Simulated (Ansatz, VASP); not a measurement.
CoSi2 in VASP and in Ansatz

```
Co Si
1.0
     0.00000    2.78907    2.58985
     2.78907    0.00000    2.58985
     2.78907    2.78907    0.00000
Co Si
1 2
Direct
  0.00000 0.00000 0.00000
  0.25000 0.25000 0.25000
  0.75000 0.75000 0.75000
```

Change from the starting cell: strain +0.050 along x and y, -0.025 along z, atoms carried along.

Alike in both runs: task single point; functional PBEsol; k mesh 16 × 16 × 16; occupations gaussian, width 0.15 eV; no spin polarisation.

|  | VASP | Ansatz |
| --- | --- | --- |
| version | VASP 6.6.1 | Ansatz 0.2.0 |
| potentials or method | VASP PAW PBE potentials, release 64 (Co, Si), cutoff 520 eV | scalar-relativistic, plane waves, PAW |
| valence electrons in the cell | 17 | 25 |

Ansatz gave:

| Item | Value |
| --- | --- |
| gap on the k mesh at the Fermi level (eV) | none |
| pressure (GPa) | -11.6 |
| traceless stress, the component that is largest in VASP (GPa) | 4.93 |

What did VASP give for the same quantities?

gap on the k mesh at the Fermi level (eV): none; pressure (GPa): -11.5; traceless stress, the component that is largest in VASP (GPa): 4.95.

VASP's potentials were made for PBE, not for PBEsol. A gap of «none» marks a metal or a gap that the smearing closes. The functional is the same, so the differences come from potentials, cutoffs and numerics. VASP's potentials hold 17 valence electrons a cell and Ansatz's 25, so a difference there can come from the potentials and not from the codes.
